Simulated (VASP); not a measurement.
# LaGa3Pd2 in VASP: a series of runs

The runs below take LaGa3Pd2 through single point, with PBE.

Program: VASP 6.6.1. These are calculated values, not measurements. Logs are shortened: lines on timing, memory, paths and dates and some standing lists are left out, and cuts for length are marked.

### 1 The cell of the first run

The cell holds a disordered packing, 6 atoms: a = 4.779 Å, b = 4.957 Å, c = 5.615 Å, α = 82.23°, β = 73.10°, γ = 96.11°.

### 2 Single point, PBE

INCAR reads:

```
ALGO = Normal
EDIFF = 1E-7
ENCUT = 520
GGA = PE
ISIF = 2
ISMEAR = 0
LASPH = T
LCHARG = T
LELF = T
LREAL = F
LVHAR = T
LWAVE = F
NBANDS = 44
NELM = 100
PREC = Accurate
SIGMA = 0.1
```

KPOINTS reads:

```
k-points
0
Gamma
  3 3 3
```

POSCAR reads:

```
LaGa3Pd2
1.0
    4.6399010000      0.4052980000      1.0708770000
   -1.0415160000      4.8349250000      0.3285250000
    0.3509440000      0.4748310000      5.5840170000
Ga La Pd
3 1 2
Direct
    0.1873580967     -0.0061972565      0.3322137947
    0.1698257625      0.5181541407      0.1637899576
    0.4611200613      0.6296367547      0.4522924478
    0.8369890770      0.5978375982      0.7845866249
    0.5098119590      0.1170324623      0.5955741197
    0.7798966345      0.0458106203      0.1224762922
```

Potentials or basis: VASP PAW PBE potentials, release 64 (Ga_d, La, Pd).

On the command line:

```
$ cat potpaw_PBE.64/Ga_d/POTCAR potpaw_PBE.64/La/POTCAR potpaw_PBE.64/Pd/POTCAR > POTCAR
$ mpirun -np 1 vasp_std > vasp.out
```

OUTCAR:

```text
EDIFF = 1E-7
   ENCUT = 520
   GGA = PE
   ISIF = 2
   ISMEAR = 0
   LASPH = T
   LREAL = F
   NELM = 100
   PREC = Accurate

 ion  position               nearest neighbor table
   1  0.187  0.994  0.332-   3 2.47   5 2.51   6 2.57   2 2.66   2 2.66   6 2.70   4 2.93
   2  0.170  0.518  0.164-   3 2.50   1 2.66   1 2.66   6 2.91   4 3.02   4 3.23
   3  0.461  0.630  0.452-   1 2.47   2 2.50   6 2.58   5 2.62   5 2.66   4 2.94   4 3.00
   4  0.837  0.598  0.785-   1 2.93   3 2.94   3 3.00   2 3.02   6 3.05   6 3.09   5 3.18   2 3.23
                             5 3.36
   5  0.510  0.117  0.596-   1 2.51   3 2.62   3 2.66   6 2.68   4 3.18   4 3.36
   6  0.780  0.046  0.122-   1 2.57   3 2.58   5 2.68   1 2.70   2 2.91   4 3.05   4 3.09

  LATTYP: Found a triclinic cell.
 ALAT       =    10.5783562851
 B/A-ratio  =     0.6588156353
 C/A-ratio  =     0.9725545994
 COS(alpha) =     0.0022453111
 COS(beta)  =     0.5774690973
 COS(gamma) =     0.8010070459

  Lattice vectors:

 A1 = (  -2.2059250000,  -9.6003170000,   3.8560900000)
 A2 = (   1.3924600000,  -4.3600940000,   5.2554920000)
 A3 = (  -8.2382860000,  -5.6455210000,  -2.4702790000)

Analysis of symmetry for initial positions (statically):
=====================================================================
 Subroutine PRICEL returns:
 Original cell was already a primitive cell.

 Routine SETGRP: Setting up the symmetry group for a
 triclinic supercell.

 Subroutine GETGRP returns: Found  1 space group operations
 (whereof  1 operations were pure point group operations)
 out of a pool of  2 trial point group operations.

The static configuration has the point symmetry C_1 .

Analysis of symmetry for dynamics (positions and initial velocities):
=====================================================================
 Subroutine PRICEL returns:
 Original cell was already a primitive cell.

 Routine SETGRP: Setting up the symmetry group for a
 triclinic supercell.

 Subroutine GETGRP returns: Found  1 space group operations
 (whereof  1 operations were pure point group operations)
 out of a pool of  2 trial point group operations.

The dynamic configuration has the point symmetry C_1 .

 Subroutine INISYM returns: Found  1 space group operations
 (whereof  1 operations are pure point group operations),
 and found     1 'primitive' translations
[... 90 lines left out ...]
   ENCUT  =  520.0 eV  38.22 Ry    6.18 a.u.   8.89  9.22 10.44*2*pi/ulx,y,z
   NELM   =    100;   NELMIN=  2; NELMDL= -5     # of ELM steps
   EDIFF  = 0.1E-06   stopping-criterion for ELM
   LREAL  =      F    real-space projection
   EDIFFG = 0.1E-05   stopping-criterion for IOM
   NSW    =      0    number of steps for IOM
   IBRION =     -1    ionic relax: 0-MD 1-quasi-New 2-CG
   NFREE  =      0    steps in history (QN), initial steepest desc. (CG)
   ISIF   =      2    stress and relaxation
   ISYM   =      2    0-nonsym 1-usesym 2-fastsym
   POTIM  = 0.5000    time-step for ionic-motion
   TEBEG  =    0.0;   TEEND  =   0.0 temperature during run
   PSTRESS=    0.0 pullay stress
   NELECT =      70.0000    total number of electrons
   NUPDOWN=      -1.0000    fix difference up-down
   EMIN   =  10.00;   EMAX   =-10.00  energy-range for DOS
   EFERMI =   0.00;   METHOD = LEGACY
   ISMEAR =     0;   SIGMA  =   0.10  broadening in eV -4-tet -1-fermi 0-gaus
   EFERMI_NEDOS =   21; number of points for ismear=-14 and -15
   IALGO  =     38    algorithm
   IMIX   =      4    mixing-type and parameters
     AMIX     =   0.40;   BMIX     =  1.00
     AMIX_MAG =   1.60;   BMIX_MAG =  1.00
  volume/ion in A,a.u.               =      20.77       140.14
  Fermi-wavevector in a.u.,A,eV,Ry     =   1.350822  2.552684 24.826825  1.824720
  Thomas-Fermi vector in A             =   2.478295
   LORBIT       =      0    0 simple, 1 ext, 2 COOP (PROOUT), +10 PAW based schemes
   GGA     = PE    functional components
   LHFCALC =     F    Hartree Fock is set to
   AEXX    =    0.0000 exact exchange contribution
   IVDW    =     0    specifies the selected vdW correction
   LEPSILON=     F    determine dielectric tensor
   LRPA    =     F    only Hartree local field effects (RPA)
 non-spin polarized calculation
 Gauss-broadening in eV      SIGMA  =   0.10
  energy-cutoff  :      520.00
  volume of cell :      124.60
 maximum number of plane-waves:      3381
   NGX = 17   NGY = 19   NGZ = 21

 number of electron      70.0000005 magnetization

 Free energy of the ion-electron system (eV)
  ---------------------------------------------------
  ext. energy  EPLUGINS =         0.00000000
  ---------------------------------------------------
  free energy    TOTEN  =       -25.47853284 eV

  energy without entropy =      -25.45688556  energy(sigma->0) =      -25.46770920

 E-fermi :   6.8779     XC(G=0): -10.9440

 val. band max:        6.8492969187   @ k =   0.3333   0.3333   0.0000
 cond. band min:       6.8787620553   @ k =   0.0000   0.0000   0.0000
 fundamental gap:      0.0294651365
 Fermi energy:         6.8778654160

 k-point     1 :       0.0000    0.0000    0.0000
  band No.  band energies     occupation
      1     -25.5767      2.00000
      2      -9.5991      2.00000
      3      -9.4866      2.00000
      4      -9.3457      2.00000
      5      -8.1390      2.00000
      6      -8.0717      2.00000
[... 647 lines left out ...]
     43       9.2745      0.00000
     44       9.3924      0.00000

------------------------ aborting loop because EDIFF is reached ----------------------------------------

  FORCE on cell =-STRESS in cart. coord.  units (eV):
  Direction    XX          YY          ZZ          XY          YZ          ZX
  --------------------------------------------------------------------------------------
  -------------------------------------------------------------------------------------
  Total        3.3833827      0.3856233      4.2697666      0.3460624     -0.7690013      1.5295377
  in kB       43.5044405      4.9584474     54.9018030      4.4497634     -9.8880250     19.6672056
  external PRESSURE =      34.4548970 kB  Pullay stress =       0.0000000 kB

 VOLUME and BASIS-vectors are now :
 -----------------------------------------------------------------------------
  energy-cutoff  :      520.00
  volume of cell :      124.60
      direct lattice vectors                 reciprocal lattice vectors
     4.639901000  0.405298000  1.070877000     0.215422849  0.047600316 -0.017586526
    -1.041516000  4.834925000  0.328525000    -0.014082381  0.204918748 -0.016540001
     0.350944000  0.474831000  5.584017000    -0.040484289 -0.021184573  0.183428312

 POSITION                                       TOTAL-FORCE (eV/Angst)
 -----------------------------------------------------------------------------------
     -0.04915      5.03864      2.38221        -0.360673      1.203371     -1.157621
      0.30579      2.65184      1.26669        -0.513041     -0.414254     -0.186663
      1.64250      3.44590      3.22626         1.035115     -0.669357     -0.115221
      3.53623      3.60228      5.47386        -0.635171     -0.636535      0.933442
      2.45260      1.05527      3.91009        -0.153624      0.270777      1.027343
      3.61391      0.59574      1.53413         0.627393      0.245998     -0.501279
 -----------------------------------------------------------------------------------
    total drift:                               -0.000003      0.000353      0.000313

  FREE ENERGIE OF THE ION-ELECTRON SYSTEM (eV)
  ---------------------------------------------------
  free  energy   TOTEN  =       -25.4785328367 eV

  energy  without entropy=      -25.4568855594  energy(sigma->0) =      -25.46770920
```

OSZICAR:

```text
N       E                     dE             d eps       ncg     rms          rms(c)
DAV:   1     0.668965522837E+03    0.66897E+03   -0.30844E+04  1240   0.272E+03
DAV:   2     0.122319542848E+03   -0.54665E+03   -0.51316E+03  1324   0.602E+02
DAV:   3    -0.448851651869E+01   -0.12681E+03   -0.11831E+03  1308   0.213E+02
DAV:   4    -0.247859820419E+02   -0.20297E+02   -0.18870E+02  2096   0.707E+01
DAV:   5    -0.262077103480E+02   -0.14217E+01   -0.14064E+01  2104   0.172E+01    0.811E+00
DAV:   6    -0.259722471755E+02    0.23546E+00   -0.11781E+01  1948   0.229E+01    0.586E+00
DAV:   7    -0.254873275206E+02    0.48492E+00   -0.28227E+00  1824   0.113E+01    0.249E+00
DAV:   8    -0.254951711072E+02   -0.78436E-02   -0.60305E-01  1904   0.670E+00    0.134E+00
DAV:   9    -0.254781495935E+02    0.17022E-01   -0.16026E-01  1936   0.423E+00    0.397E-01
DAV:  10    -0.254787261916E+02   -0.57660E-03   -0.24501E-02  1928   0.124E+00    0.227E-01
DAV:  11    -0.254784730122E+02    0.25318E-03   -0.43188E-03  2000   0.707E-01    0.708E-02
DAV:  12    -0.254785306304E+02   -0.57618E-04   -0.55309E-04  1720   0.269E-01    0.293E-02
DAV:  13    -0.254785288914E+02    0.17390E-05   -0.12338E-04  1816   0.193E-01    0.987E-03
DAV:  14    -0.254785315545E+02   -0.26631E-05   -0.34494E-05  1864   0.101E-01    0.274E-03
DAV:  15    -0.254785326671E+02   -0.11126E-05   -0.13507E-05  1824   0.447E-02    0.177E-03
DAV:  16    -0.254785327657E+02   -0.98571E-07   -0.40560E-06  1648   0.251E-02    0.860E-04
DAV:  17    -0.254785328318E+02   -0.66128E-07   -0.13265E-06  1704   0.117E-02    0.570E-04
DAV:  18    -0.254785328367E+02   -0.49295E-08   -0.11832E-07  1056   0.315E-03
   1 F= -.25478533E+02 E0= -.25467709E+02  d E =-.216473E-01
```

It took 60 s on 1 thread of Intel Xeon 6975P-C (Granite Rapids), shared host; peak memory 0.27 GiB.

Results:

* Free energy: -25.4785 eV
* Pressure: 3.4 GPa
* Largest force: 1.708 eV/Å
* Band gap on the k mesh: zero (filled and empty bands overlap)

Forces on the atoms (eV/Å):
```
Ga  -0.361  1.203 -1.158
Ga  -0.513 -0.414 -0.187
Ga   1.035 -0.669 -0.115
La  -0.635 -0.637  0.933
Pd  -0.154  0.271  1.027
Pd   0.627  0.246 -0.501
```

Stress tensor (GPa, compression positive):
```
 4.35  0.44  1.97
 0.44  0.50 -0.99
 1.97 -0.99  5.49
```

Levels at points of the mesh, in eV from the Fermi level:
| k point | band 31 | band 32 | band 33 | band 34 | band 35 | band 36 | band 37 | band 38 | band 39 | band 40 |
| --- | --- | --- | --- | --- | --- | --- | --- | --- | --- | --- |
| (0.00, 0.00, 0.00) | -1.93 | -1.86 | -1.09 | -1.01 | -0.53 | 0.00 | 1.10 | 1.92 | 1.98 | 2.22 |

Caveat: the k points lie up to 0.46 Å⁻¹ apart; spin-orbit coupling is left out, which moves the levels of the heavy elements.

### 3 Single point, PBE

INCAR reads:

```
PREC = Accurate
ENCUT = 520
EDIFF = 1E-6
ISMEAR = 0
SIGMA = 0.1
LREAL = False
LASPH = True
NELM = 100
ALGO = Normal
ISIF = 2
LWAVE = False
LCHARG = True
GGA = PE
LELF = True
LVHAR = True
NBANDS = 44
```

KPOINTS reads:

```
regular mesh
0
Gamma
  3 3 3
```

POSCAR reads:

```
LaGa3Pd2
1.0
    4.6399010000      0.4052980000      1.0708770000
   -1.0415160000      4.8349250000      0.3285250000
    0.3509440000      0.4748310000      5.5840170000
Ga La Pd
3 1 2
Direct
    0.1672429099     -0.0154138296      0.3522063494
    0.1749115749      0.5268258064      0.1604874715
    0.4729970572      0.6332189718      0.4531696568
    0.8396152607      0.5963242668      0.7840042211
    0.5023713489      0.1113843340      0.5912545644
    0.7859749539      0.0514439410      0.1160461866
```

Potentials or basis: VASP PAW PBE potentials, release 64 (Ga_d, La, Pd).

On the command line:

```
$ cat potpaw_PBE.64/Ga_d/POTCAR potpaw_PBE.64/La/POTCAR potpaw_PBE.64/Pd/POTCAR > POTCAR
$ mpirun -np 1 vasp_std > vasp.out
```

OUTCAR:

```text
PREC = Accurate
   ENCUT = 520
   EDIFF = 1E-6
   ISMEAR = 0
   LREAL = False
   LASPH = True
   NELM = 100
   ISIF = 2
   GGA = PE

 ion  position               nearest neighbor table
   1  0.167  0.985  0.352-   5 2.45   3 2.50   6 2.57   2 2.64   2 2.75   4 2.81   6 2.83
   2  0.175  0.527  0.160-   3 2.54   1 2.64   1 2.75   6 2.93   4 3.01   4 3.22
   3  0.473  0.633  0.453-   1 2.50   2 2.54   5 2.59   6 2.60   5 2.63   4 2.90   4 3.03
   4  0.840  0.596  0.784-   1 2.81   3 2.90   2 3.01   6 3.01   3 3.03   6 3.10   2 3.22   5 3.23
                             5 3.38
   5  0.502  0.111  0.591-   1 2.45   3 2.59   3 2.63   6 2.69   4 3.23   4 3.38
   6  0.786  0.051  0.116-   1 2.57   3 2.60   5 2.69   1 2.83   2 2.93   4 3.01   4 3.10

  LATTYP: Found a triclinic cell.
 ALAT       =    10.5783562851
 B/A-ratio  =     0.6588156353
 C/A-ratio  =     0.9725545994
 COS(alpha) =     0.0022453111
 COS(beta)  =     0.5774690973
 COS(gamma) =     0.8010070459

  Lattice vectors:

 A1 = (  -2.2059250000,  -9.6003170000,   3.8560900000)
 A2 = (   1.3924600000,  -4.3600940000,   5.2554920000)
[... 175 lines left out ...]
 val. band max:        6.8542118508   @ k =  -0.3333   0.3333   0.3333
 cond. band min:       6.8695289392   @ k =   0.0000   0.0000   0.0000
 fundamental gap:      0.0153170885
 Fermi energy:         6.8578674953

 k-point     1 :       0.0000    0.0000    0.0000
  band No.  band energies     occupation
      1     -25.5532      2.00000
      2      -9.6530      2.00000
      3      -9.4895      2.00000
      4      -9.3296      2.00000
      5      -8.1178      2.00000
      6      -8.0593      2.00000
[... 647 lines left out ...]
     43       9.3050      0.00000
     44       9.4367      0.00000

------------------------ aborting loop because EDIFF is reached ----------------------------------------

  FORCE on cell =-STRESS in cart. coord.  units (eV):
  Direction    XX          YY          ZZ          XY          YZ          ZX
  --------------------------------------------------------------------------------------
  -------------------------------------------------------------------------------------
  Total        2.9634975      0.9005730      5.1871782      0.6645498     -0.9587468      1.6346334
  in kB       38.1054441     11.5798092     66.6981266      8.5449593    -12.3278230     21.0185544
  external PRESSURE =      38.7944600 kB  Pullay stress =       0.0000000 kB

 VOLUME and BASIS-vectors are now :
 -----------------------------------------------------------------------------
  energy-cutoff  :      520.00
  volume of cell :      124.60
      direct lattice vectors                 reciprocal lattice vectors
     4.639901000  0.405298000  1.070877000     0.215422849  0.047600316 -0.017586526
    -1.041516000  4.834925000  0.328525000    -0.014082381  0.204918748 -0.016540001
     0.350944000  0.474831000  5.584017000    -0.040484289 -0.021184573  0.183428312

 POSITION                                       TOTAL-FORCE (eV/Angst)
 -----------------------------------------------------------------------------------
     -0.12587      4.99542      2.46928        -0.368836      1.574643     -1.566402
      0.31920      2.69426      1.25655        -0.336495     -0.485053     -0.032629
      1.69419      3.46845      3.24506         0.798163     -0.730622     -0.478913
      3.54979      3.59575      5.47292        -0.631300     -1.051721      1.318000
      2.42244      1.02289      3.87615        -0.008774      0.488492      1.175569
      3.63399      0.62238      1.50659         0.547243      0.204261     -0.415624
 -----------------------------------------------------------------------------------
    total drift:                                0.000166      0.000239      0.000688

  FREE ENERGIE OF THE ION-ELECTRON SYSTEM (eV)
  ---------------------------------------------------
  free  energy   TOTEN  =       -25.3096549028 eV

  energy  without entropy=      -25.2858108480  energy(sigma->0) =      -25.29773288
```

stdout:

```text
POSCAR found type information on POSCAR GaLaPd
 POSCAR found :  3 types and       6 ions
 scaLAPACK will be used
 LDA part: xc-table for (Slater+PW92), standard interpolation
 POSCAR, INCAR and KPOINTS ok, starting setup
 FFT: planning ... GRIDC
 FFT: planning ... GRID_SOFT
 FFT: planning ... GRID
 WAVECAR not read
 entering main loop
```

Wall time 45 s (1 thread of Intel Xeon 6975P-C (Granite Rapids), shared host); peak memory 0.28 GiB.

Results:

| Property | Result |
| --- | --- |
| Free energy | -25.3097 eV |
| Pressure | 3.9 GPa |
| Largest force | 2.251 eV/Å |

Forces in eV/Å, atoms in the order of the input:
```
Ga  -0.369  1.575 -1.566
Ga  -0.336 -0.485 -0.033
Ga   0.798 -0.731 -0.479
La  -0.631 -1.052  1.318
Pd  -0.009  0.488  1.176
Pd   0.547  0.204 -0.416
```

Stress tensor (GPa, compression positive):
```
 3.81  0.85  2.10
 0.85  1.16 -1.23
 2.10 -1.23  6.67
```

Caveat: the k points lie up to 0.46 Å⁻¹ apart; spin-orbit coupling is left out, which moves the levels of the heavy elements.

The gap in the log of VASP goes by the Fermi energy; the results here count the filled bands.